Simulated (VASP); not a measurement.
# Si2BBr (P4mm) in VASP: further runs

Runs on Si2BBr. Level: PBE. Tasks: single point, relaxation of cell and atoms.

Everything below comes from runs of VASP 6.6.1. Logs are shortened: lines on timing, memory, paths and dates and some standing lists are left out, and cuts for length are marked.

## (1) The cell of the first run

It takes space group P4mm (No. 99, tetragonal). Conventional cell: a = 3.859 Å, b = 3.859 Å, c = 5.896 Å, α = 90.00°, β = 90.00°, γ = 90.00°. Within 2.6 Å of Si (site symmetry 2mm) lie 2 B at 1.98 Å. B (site symmetry 4mm) has 4 Si at 1.98 Å within 2.6 Å. Within 3.9 Å of Br (site symmetry 4mm) lie 4 Si at 2.90 Å and 4 B at 3.78 Å and 4 Br at 3.86 Å.

The cell was generated, and may not be a known phase.

## (2) Single point, PBE

Input file INCAR:

```
SYSTEM = Si2BBr
PREC     = Accurate       ! precision mode
ENCUT    = 520            ! plane-wave cutoff, eV
EDIFF    = 1E-7           ! SCF threshold, eV
ISMEAR   = 0              ! smearing method
SIGMA    = 0.1            ! smearing width, eV
LREAL    = .False.        ! projectors in reciprocal space
LASPH    = .True.         ! aspherical terms in the spheres
NELM     = 100            ! most SCF steps
ALGO     = Fast           ! electronic algorithm
ISIF     = 2              ! what is computed and relaxed
LWAVE    = .False.        ! write WAVECAR
LCHARG   = .False.        ! write CHGCAR
GGA      = PE             ! functional
NBANDS   = 17             ! bands
```

Input file KPOINTS:

```
regular mesh
0
Gamma
  12 12 8
  0 0 0
```

Input file POSCAR:

```
Si2BBr
1.0
    3.8591983255      0.0000000000      0.0000000000
    0.0000000000      3.8591983255      0.0000000000
    0.0000000000      0.0000000000      5.8956445604
Si B Br
2 1 1
Direct
    0.5000000000      0.0000000000      0.2882544449
    0.0000000000      0.5000000000      0.2882544449
    0.0000000000      0.0000000000      0.2118509006
    0.5000000000      0.5000000000      0.6543983394
```

Potentials or basis: VASP PAW PBE potentials, release 64 (Si, B, Br).

Started as:

```bash
$ cat potpaw_PBE.64/Si/POTCAR potpaw_PBE.64/B/POTCAR potpaw_PBE.64/Br/POTCAR > POTCAR
$ mpirun -np 1 vasp_std > vasp.out
```

OUTCAR:

```text
SYSTEM = Si2BBr
   PREC = Accurate
   ENCUT = 520
   EDIFF = 1E-7
   ISMEAR = 0
   LREAL = .False.
   LASPH = .True.
   NELM = 100
   ISIF = 2
   GGA = PE

 ion  position               nearest neighbor table
   1  0.500  0.000  0.288-   3 1.98   3 1.98   2 2.73   2 2.73   2 2.73   2 2.73   4 2.90   4 2.90

   2  0.000  0.500  0.288-   3 1.98   3 1.98   1 2.73   1 2.73   1 2.73   1 2.73   4 2.90   4 2.90

   3  0.000  0.000  0.212-   1 1.98   2 1.98   2 1.98   1 1.98
   4  0.500  0.500  0.654-   1 2.90   2 2.90   1 2.90   2 2.90

  LATTYP: Found a simple tetragonal cell.
 ALAT       =     3.8591983255
 C/A-ratio  =     1.5276863388

  Lattice vectors:

 A1 = (   3.8591983255,   0.0000000000,   0.0000000000)
 A2 = (   0.0000000000,   3.8591983255,   0.0000000000)
 A3 = (   0.0000000000,   0.0000000000,   5.8956445604)

Analysis of symmetry for initial positions (statically):
=====================================================================
 Subroutine PRICEL returns:
 Original cell was already a primitive cell.

 Routine SETGRP: Setting up the symmetry group for a
 simple tetragonal supercell.

 Subroutine GETGRP returns: Found  8 space group operations
 (whereof  8 operations were pure point group operations)
 out of a pool of 16 trial point group operations.

The static configuration has the point symmetry C_4v.

Analysis of symmetry for dynamics (positions and initial velocities):
=====================================================================
 Subroutine PRICEL returns:
 Original cell was already a primitive cell.

 Routine SETGRP: Setting up the symmetry group for a
 simple tetragonal supercell.

 Subroutine GETGRP returns: Found  8 space group operations
 (whereof  8 operations were pure point group operations)
 out of a pool of 16 trial point group operations.

The dynamic configuration has the point symmetry C_4v.

 Subroutine INISYM returns: Found  8 space group operations
 (whereof  8 operations are pure point group operations),
 and found     1 'primitive' translations

----------------------------------------------------------------------------------------

                                     Primitive cell

  volume of cell :      87.8063

  direct lattice vectors                    reciprocal lattice vectors
     3.859198325  0.000000000  0.000000000     0.259121174  0.000000000  0.000000000
     0.000000000  3.859198325  0.000000000     0.000000000  0.259121174  0.000000000
[... 93 lines left out ...]
   IBRION =     -1    ionic relax: 0-MD 1-quasi-New 2-CG
   NFREE  =      0    steps in history (QN), initial steepest desc. (CG)
   ISIF   =      2    stress and relaxation
   ISYM   =      2    0-nonsym 1-usesym 2-fastsym
   POTIM  = 0.5000    time-step for ionic-motion
   TEBEG  =    0.0;   TEEND  =   0.0 temperature during run
   PSTRESS=    0.0 pullay stress
   NELECT =      18.0000    total number of electrons
   NUPDOWN=      -1.0000    fix difference up-down
   EMIN   =  10.00;   EMAX   =-10.00  energy-range for DOS
   EFERMI =   0.00;   METHOD = LEGACY
   ISMEAR =     0;   SIGMA  =   0.10  broadening in eV -4-tet -1-fermi 0-gaus
   EFERMI_NEDOS =   21; number of points for ismear=-14 and -15
   IALGO  =     68    algorithm
   IMIX   =      4    mixing-type and parameters
     AMIX     =   0.40;   BMIX     =  1.00
     AMIX_MAG =   1.60;   BMIX_MAG =  1.00
  volume/ion in A,a.u.               =      21.95       148.14
  Fermi-wavevector in a.u.,A,eV,Ry     =   0.965289  1.824131 12.677664  0.931782
  Thomas-Fermi vector in A             =   2.094993
   LORBIT       =      0    0 simple, 1 ext, 2 COOP (PROOUT), +10 PAW based schemes
   GGA     = PE    functional components
   LHFCALC =     F    Hartree Fock is set to
   AEXX    =    0.0000 exact exchange contribution
   IVDW    =     0    specifies the selected vdW correction
   LEPSILON=     F    determine dielectric tensor
   LRPA    =     F    only Hartree local field effects (RPA)
 non-spin polarized calculation
 RMM-DIIS sequential band-by-band and
 Gauss-broadening in eV      SIGMA  =   0.10
  energy-cutoff  :      520.00
  volume of cell :       87.81
 maximum number of plane-waves:      2432
 NGX is ok and might be reduce to    30
   NGX = 15   NGY = 15   NGZ = 21

 number of electron      18.0000002 magnetization

 Free energy of the ion-electron system (eV)
  ---------------------------------------------------
  ext. energy  EPLUGINS =         0.00000000
  ---------------------------------------------------
  free energy    TOTEN  =       -16.45004237 eV

  energy without entropy =      -16.44360310  energy(sigma->0) =      -16.44682274

 E-fermi :   3.4809     XC(G=0):  -8.6270

 val. band max:        3.4765208669   @ k =   0.2500   0.1667   0.1250
 cond. band min:       3.5035320932   @ k =   0.4167   0.0833   0.3750
 fundamental gap:      0.0270112263
 Fermi energy:         3.4808561901

 k-point     1 :       0.0000    0.0000    0.0000
  band No.  band energies     occupation
      1     -12.2554      2.00000
      2      -8.8550      2.00000
      3      -1.9875      2.00000
      4      -1.7733      2.00000
      5      -1.7733      2.00000
      6       0.5058      2.00000
[... 457 lines left out ...]
      4      -4.0522      2.00000
      5      -1.5240      2.00000
      6      -0.6411      2.00000
[... 9 lines left out ...]
     16      11.2719      0.00000
     17      12.0748      0.00000

 [... further k-points ...]

------------------------ aborting loop because EDIFF is reached ----------------------------------------

  FORCE on cell =-STRESS in cart. coord.  units (eV):
  Direction    XX          YY          ZZ          XY          YZ          ZX
  --------------------------------------------------------------------------------------
  -------------------------------------------------------------------------------------
  Total       -0.0171092     -0.0171092     -0.0002450      0.0000000      0.0000000      0.0000000
  in kB       -0.3121868     -0.3121868     -0.0044697      0.0000000      0.0000000      0.0000000
  external PRESSURE =      -0.2096144 kB  Pullay stress =       0.0000000 kB

 VOLUME and BASIS-vectors are now :
 -----------------------------------------------------------------------------
  energy-cutoff  :      520.00
  volume of cell :       87.81
      direct lattice vectors                 reciprocal lattice vectors
     3.859198325  0.000000000  0.000000000     0.259121174  0.000000000  0.000000000
     0.000000000  3.859198325  0.000000000     0.000000000  0.259121174  0.000000000
     0.000000000  0.000000000  5.895644560     0.000000000  0.000000000  0.169616738

 POSITION                                       TOTAL-FORCE (eV/Angst)
 -----------------------------------------------------------------------------------
      1.92960      0.00000      1.69945         0.000000     -0.000000     -0.006738
      0.00000      1.92960      1.69945         0.000000     -0.000000     -0.006738
      0.00000      0.00000      1.24900         0.000000     -0.000000      0.007047
      1.92960      1.92960      3.85810         0.000000      0.000000      0.006429
 -----------------------------------------------------------------------------------
    total drift:                                0.000000     -0.000000      0.000123

  FREE ENERGIE OF THE ION-ELECTRON SYSTEM (eV)
  ---------------------------------------------------
  free  energy   TOTEN  =       -16.4500423720 eV

  energy  without entropy=      -16.4436031045  energy(sigma->0) =      -16.44682274
```

OSZICAR:

```text
N       E                     dE             d eps       ncg     rms          rms(c)
DAV:   1     0.597178792670E+02    0.59718E+02   -0.71503E+03  4760   0.874E+02
DAV:   2    -0.139467895461E+02   -0.73665E+02   -0.69634E+02  6262   0.150E+02
DAV:   3    -0.183684612646E+02   -0.44217E+01   -0.43834E+01  6010   0.371E+01
DAV:   4    -0.184202233334E+02   -0.51762E-01   -0.51734E-01  6572   0.472E+00
DAV:   5    -0.184211168146E+02   -0.89348E-03   -0.89339E-03  6331   0.615E-01    0.818E+00
RMM:   6    -0.165173843965E+02    0.19037E+01   -0.24870E+00  4931   0.615E+00    0.400E+00
RMM:   7    -0.164607822214E+02    0.56602E-01   -0.36518E-01  5483   0.286E+00    0.208E+00
RMM:   8    -0.164489056604E+02    0.11877E-01   -0.70120E-02  5741   0.139E+00    0.557E-01
RMM:   9    -0.164495753156E+02   -0.66966E-03   -0.14569E-02  5899   0.673E-01    0.146E-01
RMM:  10    -0.164498863119E+02   -0.31100E-03   -0.22017E-03  5924   0.302E-01    0.784E-02
RMM:  11    -0.164500195777E+02   -0.13327E-03   -0.65304E-04  5872   0.156E-01    0.256E-02
RMM:  12    -0.164500384875E+02   -0.18910E-04   -0.14033E-04  6102   0.693E-02    0.124E-02
RMM:  13    -0.164500414666E+02   -0.29790E-05   -0.28992E-05  5760   0.308E-02    0.424E-03
RMM:  14    -0.164500422286E+02   -0.76203E-06   -0.77713E-06  6102   0.153E-02    0.133E-03
RMM:  15    -0.164500423705E+02   -0.14190E-06   -0.16875E-06  5174   0.689E-03    0.876E-04
RMM:  16    -0.164500423720E+02   -0.15533E-08   -0.45534E-07  4266   0.348E-03
   1 F= -.16450042E+02 E0= -.16446823E+02  d E =-.643927E-02
```

stdout:

```text
POSCAR found type information on POSCAR SiB Br
 POSCAR found :  3 types and       4 ions
 scaLAPACK will be used
 LDA part: xc-table for (Slater+PW92), standard interpolation
 POSCAR, INCAR and KPOINTS ok, starting setup
 FFT: planning ... GRIDC
 FFT: planning ... GRID_SOFT
 FFT: planning ... GRID
 WAVECAR not read
 entering main loop
```

It took 6.4 min on 1 thread of Oxide Virtual Turin-like, shared host; peak memory 0.32 GiB.

What came out:

| Item | Value |
| --- | --- |
| Free energy | -16.4500 eV |
| Pressure | 0.0 GPa |
| Largest force | 0.007 eV/Å |
| Band gap on the k mesh | zero (bands 9 and 10 overlap by 0.19 eV) |

Forces in eV/Å, atoms in the order of the input:
```
Si   0.000  0.000 -0.007
Si   0.000  0.000 -0.007
B    0.000  0.000  0.007
Br   0.000  0.000  0.006
```

Levels at points of the mesh, in eV from the Fermi level:
```
           k point  band 5  band 6  band 7  band 8  band 9  band 10  band 11  band 12  band 13  band 14
(0.00, 0.00, 0.00)   -5.25   -2.98   -2.42   -2.42   -1.78     0.14     2.83     3.05     3.94     3.94
(0.50, 0.00, 0.00)   -4.27   -4.17   -2.83   -1.82   -0.44     0.61     0.78     1.87     4.81     4.98
(0.50, 0.50, 0.00)   -5.60   -3.97   -3.97   -2.18   -0.66     0.66     0.66     4.95     6.07     6.07
(0.00, 0.00, 0.50)   -4.72   -2.95   -2.80   -2.52   -2.52     0.25     2.58     3.93     3.93     4.41
(0.50, 0.00, 0.50)   -4.27   -3.56   -2.78   -1.12   -0.47     0.14     0.43     1.73     4.40     5.24
(0.50, 0.50, 0.50)   -5.90   -4.25   -4.25   -1.31   -0.84     1.49     1.49     5.39     5.56     5.56
```

## (3) Relaxation of cell and atoms, PBE

This run uses another cell than the first one, of 22.28 Å³/atom.

Input file INCAR:

```
PREC = Accurate
ENCUT = 600
EDIFF = 1E-6
ISMEAR = 0
SIGMA = 0.02
LREAL = False
LASPH = True
NELM = 60
ALGO = Fast
ISIF = 3
LWAVE = False
LCHARG = False
GGA = PE
IBRION = 2
NSW = 100
EDIFFG = -0.01
```

Input file KPOINTS:

```
Automatic mesh
0
Gamma
  10 10 6
```

Input file POSCAR:

```
Si2BBr
1.0
    3.8281709853      0.0000000000      0.0000000000
    0.0000000000      3.8281709853      0.0000000000
    0.0000000000      0.0000000000      6.0805767439
Si B Br
2 1 1
Direct
    0.5000000000      0.0000000000      0.2908395836
    0.0000000000      0.5000000000      0.2908395836
    0.0000000000      0.0000000000      0.2079795071
    0.5000000000      0.5000000000      0.6530994557
```

Potentials or basis: VASP PAW PBE potentials, release 64 (Si, B, Br).

Started as:

```bash
$ cat potpaw_PBE.64/Si/POTCAR potpaw_PBE.64/B/POTCAR potpaw_PBE.64/Br/POTCAR > POTCAR
$ mpirun -np 1 vasp_std > vasp.out
```

OUTCAR:

```text
PREC = Accurate
   ENCUT = 600
   EDIFF = 1E-6
   ISMEAR = 0
   LREAL = False
   LASPH = True
   NELM = 60
   ISIF = 3
   GGA = PE
   IBRION = 2
   NSW = 100
   EDIFFG = -0.01

 ion  position               nearest neighbor table
   1  0.500  0.000  0.291-   3 1.98   3 1.98   2 2.71   2 2.71   2 2.71   2 2.71   4 2.92   4 2.92

   2  0.000  0.500  0.291-   3 1.98   3 1.98   1 2.71   1 2.71   1 2.71   1 2.71   4 2.92   4 2.92

   3  0.000  0.000  0.208-   1 1.98   2 1.98   2 1.98   1 1.98
   4  0.500  0.500  0.653-   1 2.92   2 2.92   1 2.92   2 2.92

  LATTYP: Found a simple tetragonal cell.
 ALAT       =     3.8281709853
 C/A-ratio  =     1.5883764772

  Lattice vectors:

 A1 = (   3.8281709853,   0.0000000000,   0.0000000000)
 A2 = (   0.0000000000,   3.8281709853,   0.0000000000)
 A3 = (   0.0000000000,   0.0000000000,   6.0805767439)

Analysis of symmetry for initial positions (statically):
=====================================================================
 Subroutine PRICEL returns:
 Original cell was already a primitive cell.

 Routine SETGRP: Setting up the symmetry group for a
 simple tetragonal supercell.

 Subroutine GETGRP returns: Found  8 space group operations
 (whereof  8 operations were pure point group operations)
 out of a pool of 16 trial point group operations.

The static configuration has the point symmetry C_4v.

[... 358 lines left out ...]

 number of electron      18.0000000 magnetization

 Free energy of the ion-electron system (eV)
  ---------------------------------------------------
  ext. energy  EPLUGINS =         0.00000000
  ---------------------------------------------------
  free energy    TOTEN  =       -16.44492287 eV

  energy without entropy =      -16.44472061  energy(sigma->0) =      -16.44482174

 E-fermi :   3.6486     XC(G=0):  -8.7082

 val. band max:        3.6276669023   @ k =   0.4000   0.1000   0.3333
 cond. band min:       3.6632440025   @ k =   0.5000   0.1000   0.5000
 fundamental gap:      0.0355771003
 Fermi energy:         3.6485760217

 k-point     1 :       0.0000    0.0000    0.0000
  band No.  band energies     occupation
      1     -12.1242      2.00000
      2      -8.7789      2.00000
      3      -1.9209      2.00000
      4      -1.6698      2.00000
      5      -1.6698      2.00000
      6       0.6717      2.00000
      7       1.2173      2.00000
      8       1.2173      2.00000
      9       1.8600      2.00000
     10       3.7250      0.00000
     11       6.4714      0.00000
     12       6.6335      0.00000
     13       7.5579      0.00000
[... 354 lines left out ...]
  band No.  band energies     occupation
      1     -12.0109      2.00000
      2      -8.5511      2.00000
      3      -3.5508      2.00000
      4      -1.4836      2.00000
      5      -1.4075      2.00000
      6       0.3166      2.00000
      7       1.1543      2.00000
      8       1.5983      2.00000
      9       2.5210      2.00000
     10       4.6221      0.00000
     11       5.7208      0.00000
     12       5.8485      0.00000
     13       6.7604      0.00000

 [... further k-points ...]

------------------------ aborting loop because EDIFF is reached ----------------------------------------

  FORCE on cell =-STRESS in cart. coord.  units (eV):
  Direction    XX          YY          ZZ          XY          YZ          ZX
  --------------------------------------------------------------------------------------
  -------------------------------------------------------------------------------------
  Total       -0.0202628     -0.0202628      0.0136441      0.0000000      0.0000000      0.0000000
  in kB       -0.3755036     -0.3755036      0.2528481      0.0000000      0.0000000      0.0000000
  external PRESSURE =      -0.1660530 kB  Pullay stress =       0.0000000 kB
[... 19 lines left out ...]
  FREE ENERGIE OF THE ION-ELECTRON SYSTEM (eV)
  ---------------------------------------------------
  free  energy   TOTEN  =       -16.4449228719 eV

  energy  without entropy=      -16.4447206064  energy(sigma->0) =      -16.44482174

 reached required accuracy - stopping structural energy minimisation
```

CONTCAR:

```text
Si2BBr
   1.00000000000000
     3.8477951553380354    0.0000000000000000    0.0000000000000000
    -0.0000000000000000    3.8477951553380354   -0.0000000000000000
     0.0000000000000001    0.0000000000000000    5.8394502513345579
  Si              B               Br
     2     1     1
Direct
     0.5000000000000000    0.0000000000000000    0.2874416754334196
     0.0000000000000000    0.5000000000000000    0.2874416754334196
     0.0000000000000000    0.0000000000000000    0.2091088278787520
     0.5000000000000000    0.5000000000000000    0.6587659512544031

  0.00000000E+00  0.00000000E+00  0.00000000E+00
  0.00000000E+00  0.00000000E+00  0.00000000E+00
  0.00000000E+00  0.00000000E+00  0.00000000E+00
  0.00000000E+00  0.00000000E+00  0.00000000E+00
```

Wall time 26 min (1 thread of Oxide Virtual Turin-like, shared host); peak memory 0.29 GiB.

What came out:

* Free energy: -16.4449 eV
* Relaxed volume: 21.61 Å³/atom
* Relaxed cell: a = 3.848 Å, b = 3.848 Å, c = 5.839 Å, α = 90.00°, β = 90.00°, γ = 90.00°
* Space group after relaxing (to 0.1 Å): P4mm (No. 99)
* Energy gained by relaxing: 1.5 meV/atom
* Ionic steps: 23
* Pressure after relaxing: 0.0 GPa
* Largest force after relaxing: 0.009 eV/Å
* Band gap on the k mesh: zero (bands 9 and 10 overlap by 0.11 eV)

Forces in eV/Å, atoms in the order of the input:
```
Si   0.000  0.000  0.005
Si   0.000  0.000  0.005
B    0.000  0.000 -0.009
Br   0.000  0.000  0.000
```

The path:
| step | energy change (eV) | largest force (eV/Å) | pressure (GPa) | volume (Å³) |
| --- | --- | --- | --- | --- |
| 1 | 0.0000 | 0.1373 | -0.07 | 89.11 |
| 2 | -0.0029 | 0.0816 | -0.12 | 88.99 |
| 3 | -0.0037 | 0.0939 | -0.18 | 88.87 |
| 4 | -0.0045 | 0.0462 | 0.08 | 88.46 |
| 5 | -0.0046 | 0.0492 | 0.17 | 88.32 |
| 6 | -0.0052 | 0.0281 | 0.06 | 88.44 |
| 7 | -0.0054 | 0.0123 | -0.03 | 88.53 |
| 8 | -0.0054 | 0.0141 | -0.02 | 88.45 |
| 9 | -0.0055 | 0.0226 | 0.06 | 88.21 |
| 10 | -0.0055 | 0.0276 | 0.08 | 88.10 |
| 11 | -0.0055 | 0.0269 | 0.07 | 88.09 |
| 12 | -0.0055 | 0.0268 | 0.07 | 88.05 |
| 13 | -0.0056 | 0.0258 | 0.05 | 87.98 |
| 14 | -0.0057 | 0.0236 | 0.02 | 87.83 |
| 15 | -0.0058 | 0.0196 | -0.05 | 87.53 |
| 16 | -0.0058 | 0.0188 | -0.07 | 87.46 |
| 17 | -0.0059 | 0.0205 | -0.04 | 87.24 |
| 18 | -0.0060 | 0.0231 | 0.02 | 86.82 |
| 19 | -0.0060 | 0.0243 | 0.03 | 86.77 |
| 20 | -0.0060 | 0.0254 | 0.04 | 86.66 |
| 21 | -0.0060 | 0.0160 | 0.01 | 86.54 |
| 22 | -0.0060 | 0.0106 | -0.01 | 86.47 |
| 23 | -0.0060 | 0.0090 | -0.02 | 86.46 |

Final structure:
```yaml
crystal:
  lattice:
    - [3.84780, 0.00000, 0.00000]
    - [0.00000, 3.84780, 0.00000]
    - [0.00000, 0.00000, 5.83945]
  atoms:
    - { symbol: Si, position: [0.50000, 0.00000, 0.28744] }
    - { symbol: Si, position: [0.00000, 0.50000, 0.28744] }
    - { symbol: B, position: [0.00000, 0.00000, 0.20911] }
    - { symbol: Br, position: [0.50000, 0.50000, 0.65877] }
```

Levels at points of the mesh, in eV from the Fermi level:
```tsv
k point	band 5	band 6	band 7	band 8	band 9	band 10	band 11	band 12	band 13
(0.00, 0.00, 0.00)	-5.32	-2.98	-2.43	-2.43	-1.79	0.08	2.82	2.98	3.91
(0.50, 0.00, 0.00)	-4.34	-4.25	-2.83	-1.93	-0.45	0.57	0.78	1.80	4.76
(0.50, 0.50, 0.00)	-5.63	-4.00	-4.00	-2.29	-0.73	0.55	0.55	4.87	6.09
(0.00, 0.00, 0.50)	-4.76	-2.95	-2.89	-2.55	-2.55	0.21	2.55	3.91	3.91
(0.50, 0.00, 0.50)	-4.33	-3.58	-2.78	-1.16	-0.49	0.07	0.37	1.69	4.34
(0.50, 0.50, 0.50)	-5.97	-4.31	-4.31	-1.33	-0.92	1.45	1.45	5.32	5.55
```

[end of part 1 of 2]

The gap in the log of VASP goes by the Fermi energy; the results here count the filled bands.